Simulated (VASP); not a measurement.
A run of VASP 6.6.1:

Contents of INCAR:

```
SYSTEM = Ti2O
PREC = Accurate
ENCUT = 520
EDIFF = 1E-6
ISMEAR = 0
SIGMA = 0.1
LREAL = .FALSE.
LASPH = .TRUE.
NELM = 80
ALGO = Normal
ISIF = 2
LWAVE = .FALSE.
LCHARG = .FALSE.
GGA = PS
NBANDS = 22
```

File KPOINTS:

```
Automatic mesh
0
G
  18 18 10
  0 0 0
```

File POSCAR:

```
Ti2O
1.0
    2.9766556588      0.0000000000      0.0000000000
   -1.4883278294      2.5778594189      0.0000000000
    0.0000000000      0.0000000000      4.8054352321
Ti O
2 1
Direct
    0.6666666667      0.3333333333      0.2787400000
    0.3333333333      0.6666666667      0.7212600000
    0.0000000000      0.0000000000      0.0000000000
```

Potentials or basis: VASP PAW PBE potentials, release 64 (Ti_sv, O).

Command:

```sh
$ cat potpaw_PBE.64/Ti_sv/POTCAR potpaw_PBE.64/O/POTCAR > POTCAR
$ mpirun -np 1 vasp_std > vasp.out
```

Hardware: 1 thread of Intel(R) Xeon(R) Platinum 8559C (Emerald Rapids), with other jobs on the host.

Problem. How long does it take, and how much memory?

Solution. Run time: 98 s on 1 thread of Intel(R) Xeon(R) Platinum 8559C (Emerald Rapids) (shared host), peak memory 0.34 GiB. Counts: scf iterations 14, k points 330.
